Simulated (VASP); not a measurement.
# Pt (Fm-3m) in VASP: notebook

Runs on Pt. Level: PBEsol. Tasks: single point, relaxation of cell and atoms.

Program: VASP 6.6.1. These are calculated values, not measurements. Logs are shortened: lines on timing, memory, paths and dates and some standing lists are left out, and cuts for length are marked.

### Step 1. The cell of the first run

Symmetry: Fm-3m, No. 225, cubic system. Conventional cell: a = 3.918 Å, b = 3.918 Å, c = 3.918 Å, α = 90.00°, β = 90.00°, γ = 90.00°. Within 3.7 Å of Pt (site symmetry m-3m) lie 12 Pt at 2.77 Å.

### Step 2. Single point, PBEsol

INCAR reads:

```
SYSTEM = Pt
ALGO = Fast ; EDIFF = 1E-7
ENCUT = 520 ; GGA = PS
ISIF = 2 ; ISMEAR = 0
LASPH = .TRUE. ; LCHARG = .FALSE.
LREAL = .FALSE. ; LWAVE = .FALSE.
NBANDS = 39 ; NELM = 100
PREC = Accurate ; SIGMA = 0.15
```

KPOINTS reads:

```
k-points
0
G
  24 24 5
  0 0 0
```

POSCAR reads:

```
Pt
1.0
    1.9590303458     -1.9590303458      0.0000000000
    1.9590303458      0.0000000000     -1.9590303458
    7.8361213832      7.8361213832      7.8361213832
Pt
6
Direct
    0.6666666667      0.6666666667      0.1666666667
    0.0000000000      0.0000000000      0.0000000000
    0.3333333333      0.3333333333      0.3333333333
    0.6666666667      0.6666666667      0.6666666667
    0.0000000000      0.0000000000      0.5000000000
    0.3333333333      0.3333333333      0.8333333333
```

Potentials or basis: VASP PAW PBE potentials, release 64 (Pt).

Started as:

```console
cat potpaw_PBE.64/Pt/POTCAR > POTCAR
mpirun -np 1 vasp_std > vasp.out
```

OUTCAR:

```text
SYSTEM = Pt
   EDIFF = 1E-7
   ENCUT = 520
   GGA = PS
   ISIF = 2
   ISMEAR = 0
   LASPH = .TRUE.
   LREAL = .FALSE.
   NELM = 100
   PREC = Accurate

 ion  position               nearest neighbor table
   1  0.667  0.667  0.167-   3 2.77   3 2.77   3 2.77   2 2.77   2 2.77   2 2.77
   2  0.000  0.000  0.000-   1 2.77   6 2.77   1 2.77   1 2.77   6 2.77   6 2.77
   3  0.333  0.333  0.333-   1 2.77   1 2.77   1 2.77   5 2.77   5 2.77   5 2.77
   4  0.667  0.667  0.667-   6 2.77   6 2.77   6 2.77   5 2.77   5 2.77   5 2.77
   5  0.000  0.000  0.500-   3 2.77   4 2.77   4 2.77   4 2.77   3 2.77   3 2.77
   6  0.333  0.333  0.833-   4 2.77   4 2.77   4 2.77   2 2.77   2 2.77   2 2.77

  LATTYP: Found a hexagonal cell.
 ALAT       =     2.7704872841
 C/A-ratio  =     4.8989794856

  Lattice vectors:

 A1 = (  -1.9590303458,   0.0000000000,   1.9590303458)
 A2 = (   1.9590303458,  -1.9590303458,   0.0000000000)
 A3 = (   7.8361213832,   7.8361213832,   7.8361213832)

Analysis of symmetry for initial positions (statically):
=====================================================================
 Subroutine PRICEL returns following result:

  LATTYP: Found a face centered cubic cell.
 ALAT       =     3.9180606922

  Lattice vectors:

 A1 = (  -1.9590303462,  -1.9590303460,  -0.0000000002)
 A2 = (  -0.0000000012,  -1.9590303464,   1.9590303452)
 A3 = (  -1.9590303458,   0.0000000000,   1.9590303458)

   6 primitive cells build up your supercell.

 Routine SETGRP: Setting up the symmetry group for a
 hexagonal supercell.

 Subroutine GETGRP returns: Found 12 space group operations
 (whereof 12 operations were pure point group operations)
 out of a pool of 24 trial point group operations.

The static configuration has the point symmetry D_3d.

Analysis of symmetry for dynamics (positions and initial velocities):
=====================================================================
 Subroutine PRICEL returns following result:

  LATTYP: Found a face centered cubic cell.
 ALAT       =     3.9180606922

  Lattice vectors:

 A1 = (  -1.9590303462,  -1.9590303460,  -0.0000000002)
 A2 = (  -0.0000000012,  -1.9590303464,   1.9590303452)
 A3 = (  -1.9590303458,   0.0000000000,   1.9590303458)

   6 primitive cells build up your supercell.

[... 99 lines left out ...]
   ISPIN  =      1    spin polarized calculation?
   LNONCOLLINEAR =      F non collinear calculations
   LSORBIT =      F    spin-orbit coupling
   LASPH  =      T    aspherical Exc in radial PAW
   ENCUT  =  520.0 eV  38.22 Ry    6.18 a.u.   5.15  5.15 25.24*2*pi/ulx,y,z
   NELM   =    100;   NELMIN=  2; NELMDL= -5     # of ELM steps
   EDIFF  = 0.1E-06   stopping-criterion for ELM
   LREAL  =      F    real-space projection
   EDIFFG = 0.1E-05   stopping-criterion for IOM
   NSW    =      0    number of steps for IOM
   IBRION =     -1    ionic relax: 0-MD 1-quasi-New 2-CG
   NFREE  =      0    steps in history (QN), initial steepest desc. (CG)
   ISIF   =      2    stress and relaxation
   ISYM   =      2    0-nonsym 1-usesym 2-fastsym
   POTIM  = 0.5000    time-step for ionic-motion
   TEBEG  =    0.0;   TEEND  =   0.0 temperature during run
   PSTRESS=    0.0 pullay stress
   NELECT =      60.0000    total number of electrons
   NUPDOWN=      -1.0000    fix difference up-down
   EMIN   =  10.00;   EMAX   =-10.00  energy-range for DOS
   EFERMI =   0.00;   METHOD = LEGACY
   ISMEAR =     0;   SIGMA  =   0.15  broadening in eV -4-tet -1-fermi 0-gaus
   EFERMI_NEDOS =   21; number of points for ismear=-14 and -15
   IALGO  =     68    algorithm
   IMIX   =      4    mixing-type and parameters
     AMIX     =   0.40;   BMIX     =  1.00
     AMIX_MAG =   1.60;   BMIX_MAG =  1.00
  volume/ion in A,a.u.               =      15.04       101.47
  Fermi-wavevector in a.u.,A,eV,Ry     =   1.428972  2.700365 27.782559  2.041961
  Thomas-Fermi vector in A             =   2.548976
   LORBIT       =      0    0 simple, 1 ext, 2 COOP (PROOUT), +10 PAW based schemes
   GGA     = PS    functional components
   LHFCALC =     F    Hartree Fock is set to
   AEXX    =    0.0000 exact exchange contribution
   IVDW    =     0    specifies the selected vdW correction
   LEPSILON=     F    determine dielectric tensor
   LRPA    =     F    only Hartree local field effects (RPA)
 non-spin polarized calculation
 RMM-DIIS sequential band-by-band and
 Gauss-broadening in eV      SIGMA  =   0.15
  energy-cutoff  :      520.00
  volume of cell :       90.22
 maximum number of plane-waves:      2462
 NGX is ok and might be reduce to    24

 number of electron      60.0000006 magnetization

 Free energy of the ion-electron system (eV)
  ---------------------------------------------------
  ext. energy  EPLUGINS =         0.00000000
  ---------------------------------------------------
  free energy    TOTEN  =       -41.84665760 eV

  energy without entropy =      -41.71813832  energy(sigma->0) =      -41.78239796

 E-fermi :  11.1510     XC(G=0): -13.6455

 val. band max:       11.1494107619   @ k =   0.3333   0.0000   0.2000
 cond. band min:      11.1511901806   @ k =   0.4167   0.0000   0.0000
 fundamental gap:      0.0017794187
 Fermi energy:        11.1509610527

 k-point     1 :       0.0000    0.0000    0.0000
  band No.  band energies     occupation
      1       0.8237      2.00000
      2       1.8752      2.00000
      3       1.8752      2.00000
      4       3.5683      2.00000
      5       3.5683      2.00000
      6       3.7519      2.00000
[... 997 lines left out ...]
     38      17.1142      0.00000
     39      18.2015      0.00000

 [... further k-points ...]
[... 5 lines left out ...]
  --------------------------------------------------------------------------------------
  -------------------------------------------------------------------------------------
  Total       -0.1847536     -0.1847536     -0.1847536     -0.0176074     -0.0176074     -0.0176074
  in kB       -3.2809441     -3.2809441     -3.2809441     -0.3126805     -0.3126805     -0.3126805
  external PRESSURE =      -3.2809441 kB  Pullay stress =       0.0000000 kB

 VOLUME and BASIS-vectors are now :
 -----------------------------------------------------------------------------
  energy-cutoff  :      520.00
  volume of cell :       90.22
      direct lattice vectors                 reciprocal lattice vectors
     1.959030346 -1.959030346  0.000000000     0.170152205 -0.340304410  0.170152205
     1.959030346  0.000000000 -1.959030346     0.170152205  0.170152205 -0.340304410
     7.836121383  7.836121383  7.836121383     0.042538051  0.042538051  0.042538051

 POSITION                                       TOTAL-FORCE (eV/Angst)
 -----------------------------------------------------------------------------------
      3.91806      0.00000      0.00000        -0.000000     -0.000000     -0.000000
      0.00000      0.00000      0.00000         0.000000     -0.000000     -0.000000
      3.91806      1.95903      1.95903        -0.000000     -0.000000     -0.000000
      7.83612      3.91806      3.91806         0.000000      0.000000      0.000000
      3.91806      3.91806      3.91806        -0.000000      0.000000      0.000000
      7.83612      5.87709      5.87709         0.000000      0.000000      0.000000
 -----------------------------------------------------------------------------------
    total drift:                               -0.000000      0.000000      0.000000

  FREE ENERGIE OF THE ION-ELECTRON SYSTEM (eV)
  ---------------------------------------------------
  free  energy   TOTEN  =       -41.8466576002 eV

  energy  without entropy=      -41.7181383206  energy(sigma->0) =      -41.78239796
```

Wall time 36 min (1 thread of Intel Xeon 8259CL, shared host); peak memory 0.76 GiB.

What came out:

```yaml
Free_energy: -41.8467 eV
Pressure: -0.3 GPa
Band_gap_on_the_k_mesh: zero (bands 30 and 31 overlap by 1.85 eV)
```

Levels at points of the mesh, in eV from the Fermi level:
```csv
k point,band 28,band 29,band 30,band 31,band 32,band 33
"(0.00, 0.00, 0.00)",-1.63,-1.63,-0.83,-0.83,-0.83,-0.83
"(0.50, 0.00, 0.00)",0.26,0.26,0.50,0.50,1.70,2.45
```

Caveat: the PAW data sets were made with another functional, which shifts forces and pressure a little; spin-orbit coupling is left out, which moves the levels of the heavy elements.

### Step 3. Single point, PBEsol

This run uses another cell than the first one: it holds 8 atoms, not 6.

INCAR reads:

```
SYSTEM = Pt
PREC = Accurate
ENCUT = 520
EDIFF = 1E-6
ISMEAR = 0
SIGMA = 0.15
LREAL = .False.
LASPH = .True.
NELM = 80
ALGO = Fast
ISIF = 2
LWAVE = .False.
LCHARG = .False.
GGA = PS
NBANDS = 50
```

KPOINTS reads:

```
Automatic mesh
0
Gamma
  14 14 14
  0 0 0
```

POSCAR reads:

```
Pt
1.0
   -3.9180606910      3.9180606910      0.0000000000
   -3.9180606910      0.0000000000      3.9180606910
    0.0000000000      3.9180606910      3.9180606910
Pt
8
Direct
    0.0000000000      0.0000000000      0.0000000000
    0.5000000000      0.0000000000      0.0000000000
    0.0000000000      0.5000000000      0.0000000000
    0.0000000000      0.0000000000      0.5000000000
    0.5000000000      0.5000000000      0.0000000000
    0.5000000000      0.0000000000      0.5000000000
    0.0000000000      0.5000000000      0.5000000000
    0.5000000000      0.5000000000      0.5000000000
```

Potentials or basis: VASP PAW PBE potentials, release 64 (Pt).

Started as:

```console
cat potpaw_PBE.64/Pt/POTCAR > POTCAR
mpirun -np 1 vasp_std > vasp.out
```

Wall time 13 min (1 thread of Oxide Virtual Turin-like, shared host); peak memory 0.52 GiB.

Results (log left out):

| Quantity | Value |
| --- | --- |
| Free energy | -55.7937 eV |
| Pressure | -0.3 GPa |
| Band gap on the k mesh | zero (bands 40 and 41 overlap by 0.86 eV) |

Levels at points of the mesh, in eV from the Fermi level:
| k point | band 38 | band 39 | band 40 | band 41 | band 42 | band 43 |
| --- | --- | --- | --- | --- | --- | --- |
| (0.00, 0.00, 0.00) | 0.04 | 0.04 | 0.49 | 0.49 | 0.49 | 0.49 |
| (0.50, 0.00, 0.00) | 0.17 | 0.17 | 0.17 | 0.17 | 0.17 | 3.02 |
| (0.50, 0.50, 0.00) | -1.75 | -0.86 | -0.86 | 0.50 | 0.50 | 1.86 |

Caveat: the PAW data sets were made with another functional, which shifts forces and pressure a little; spin-orbit coupling is left out, which moves the levels of the heavy elements.

(Continued in part 2 of 2.)

The gap in the log of VASP goes by the Fermi energy; the results here count the filled bands.